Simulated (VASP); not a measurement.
HfSi2B2:

```
Hf Si B
1.0
     3.36383    0.00000    0.00000
    -1.29107    4.47758    0.00000
    -1.13590   -1.17554    8.27163
Hf Si B
2 4 4
Cartesian
  0.1491 2.1241 6.0727
  0.7878 1.1780 2.1989
  0.6417 3.5070 0.7159
  1.7753 0.3976 4.7120
  0.2952 -0.2049 7.5558
  -0.8384 2.9045 3.5597
  -1.3950 1.0347 7.5081
  0.9058 3.8343 2.8627
  2.3319 2.2673 0.7635
  0.0311 -0.5323 5.4089
```

```yaml
Program: VASP 6.6.1
Task: relaxation of cell and atoms
Functional: PBE
Potentials_or_basis: VASP PAW PBE potentials, release 64 (Hf_pv, Si, B)
Cutoff: 600 eV
k_mesh: 6 × 4 × 2
Occupations: gaussian, width 0.1 eV
Spin: no spin polarisation
```

At the start: pressure 1.0 GPa; volume 12.46 Å³/atom.

**Question.** How do energy, volume and symmetry change on relaxing?

**Answer.** Over 18 steps the energy falls by 11.0 meV/atom and the volume is 12.61 Å³/atom (+1.2 %); space group P-1 (No. 2, to 0.1 Å) before and after.

Step by step:
```csv
step,energy change (eV),largest force (eV/Å),pressure (GPa),volume (Å³)
1,0.0000,0.5874,0.98,124.59
2,-0.0486,0.2586,-0.94,125.96
3,-0.0501,0.2302,-1.31,126.26
4,-0.0753,0.1596,0.53,125.03
5,-0.0756,0.1603,0.75,124.89
6,-0.0875,0.1076,-0.02,125.48
7,-0.0883,0.1221,-0.27,125.68
8,-0.0949,0.1239,-0.06,125.53
9,-0.0959,0.1306,0.08,125.44
10,-0.1015,0.1047,0.19,125.44
11,-0.1025,0.1350,0.28,125.44
12,-0.1058,0.0612,-0.27,125.94
13,-0.1059,0.0674,-0.35,126.01
14,-0.1082,0.0745,0.23,125.73
15,-0.1082,0.0745,0.23,125.74
16,-0.1094,0.0646,-0.06,126.02
17,-0.1095,0.0668,-0.12,126.08
18,-0.1104,0.0362,-0.08,126.06
```

Final structure:
```
CELL_PARAMETERS angstrom
3.35020 -0.00858 0.01500
-1.29652 4.51677 0.08234
-1.09052 -1.01827 8.31174
ATOMIC_POSITIONS crystal
Hf 0.54593 0.64751 0.72521
Hf 0.45407 0.35249 0.27479
Si 0.52559 0.80724 0.08281
Si 0.80593 0.22226 0.57215
Si 0.47441 0.19276 0.91719
Si 0.19407 0.77774 0.42785
B 0.06574 0.45850 0.90796
B 0.75383 0.95933 0.33620
B 0.93426 0.54150 0.09204
B 0.24617 0.04067 0.66380
```

Caveat: the k points lie up to 0.38 Å⁻¹ apart in the final cell, too coarse for converged energies and pressures of a metal.
